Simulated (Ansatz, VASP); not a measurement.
# SrO: VASP beside Ansatz

Contents of INCAR:

```
PREC = Accurate
ENCUT = 600
EDIFF = 1E-6
ISMEAR = 0
SIGMA = 0.011
LREAL = F
LASPH = T
NELM = 120
ALGO = Normal
ISIF = 2
LWAVE = F
LCHARG = F
GGA = PE
NBANDS = 15
GGA_COMPAT = F
```

KPOINTS

```
Automatic mesh
0
Gamma
  9 9 9
```

File POSCAR:

```
SrO
1.0
    0.0000000000      2.5663000000      2.5663000000
    2.5663000000      0.0000000000      2.5663000000
    2.5663000000      2.5663000000      0.0000000000
Sr O
1 1
Direct
    0.5000000000      0.5000000000      0.5000000000
    0.0000000000      0.0000000000      0.0000000000
```

The input input.yaml:

```yaml
crystal:
  lattice:
    - [0.0, 2.5663, 2.5663]
    - [2.5663, 0.0, 2.5663]
    - [2.5663, 2.5663, 0.0]
  atoms:
    - { symbol: Sr, position: [0.5, 0.5, 0.5] }
    - { symbol: O, position: [0.0, 0.0, 0.0] }
hamiltonian:
  xc: pbe
  pseudopotentials: { kind: paw }
kpoints:
  mp_grid: { grid: [9, 9, 9] }
scf:
  occupations: { method: gaussian, width: 0.011 }
output:
  forces: true
  stress: true
  eigenvalues: true
  write_density: true
  write_potential: true
  elf: true
  volumetric_format: npy
```

Alike in both runs: task single point; functional PBE; k mesh 9 × 9 × 9; occupations gaussian, width 0.011 eV; no spin polarisation.

|  | VASP | Ansatz |
| --- | --- | --- |
| version | VASP 6.6.1 | Ansatz 0.2.0 |
| potentials or method | VASP PAW PBE potentials, release 64 (Sr_sv, O) | Ansatz PAW |
| plane-wave cutoff (eV) | 600 | 420 |
| valence electrons in the cell | 16 | 16 |

Ansatz gave:

* gap on the k mesh at the Fermi level (eV): 3.37
* least direct gap on the mesh (eV): 3.45
* pressure (GPa): 3.3

Q: Estimate VASP's values.

A: gap on the k mesh at the Fermi level (eV): 3.32; least direct gap on the mesh (eV): 3.41; pressure (GPa): 3.8.

The functional is the same, so the differences come from potentials, cutoffs and numerics.

Noted on Ansatz's run: odd divisions of the mesh miss points on the zone boundary, where band edges often lie, so the gap on the mesh can be too wide.
